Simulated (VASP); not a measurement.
Runs of VASP 6.6.1 on TePb. The structure is that of space group F-43m (No. 216), or close to it. The cells are those of the table. 

```tsv
task	level	potentials or basis	cell	k mesh	cutoff (eV)	smearing	gap on the mesh (eV)	pressure (GPa)	relaxed volume (Å³/atom)
single point	r2SCAN	VASP PAW PBE potentials, release 64 (Pb_d, Te)	a = 5.150 Å, angles 60.0°, 2 atoms	6 × 6 × 6	520	fermi-dirac 0.02 eV	0.91	0.0	-
single point	LDA	VASP PAW LDA potentials, release 64 (Pb_d, Te)	a = 5.035 Å, angles 60.0°, 2 atoms	6 × 6 × 6	520	fermi-dirac 0.02 eV	(a)	(d)	-
single point	PBEsol	VASP PAW PBE potentials, release 64 (Pb_d, Te)	a = 5.096 Å, angles 60.0°, 2 atoms	6 × 6 × 6	520	fermi-dirac 0.02 eV	0.62	0.0	-
single point	PBE	VASP PAW PBE potentials, release 64 (Pb_d, Te)	a = 5.184 Å, angles 60.0°, 2 atoms	6 × 6 × 6	520	fermi-dirac 0.02 eV	0.77	0.0	-
relaxation of cell and atoms	LDA	VASP PAW LDA potentials, release 64 (Pb_d, Te)	relaxed from a = 5.184 Å, angles 60.0°, 2 atoms	6 × 6 × 6	600	fermi-dirac 0.02 eV	0.48	0.0	(c)
single point	PBE	VASP PAW PBE potentials, release 64 (Pb_d, Te)	a = 5.150 Å, angles 60.0°, 2 atoms	4 × 4 × 4	500	gaussian 0.01 eV	0.59	0.5	-
relaxation of cell and atoms	PBE	VASP PAW PBE potentials, release 64 (Pb_d, Te)	relaxed from a = 4.604 Å, angles 60.0°, 2 atoms	6 × 6 × 6	600	fermi-dirac 0.02 eV	(b)	0.0	49.31
```

Alike in all rows: no spin polarisation.

Q: Estimate the missing entries.

A: (a) 0.47; (b) 0.78; (c) 45.33; (d) 0.1.

Caveats: spin-orbit coupling is left out, which moves the levels of the heavy elements; the PAW data sets were made with another functional, which shifts forces and pressure a little (some runs); the volume moved by over 15 % at a fixed basis, so the end points are rough (some runs).

A k mesh can miss the band edges, and the runs leave out spin-orbit coupling on Pb, Te.
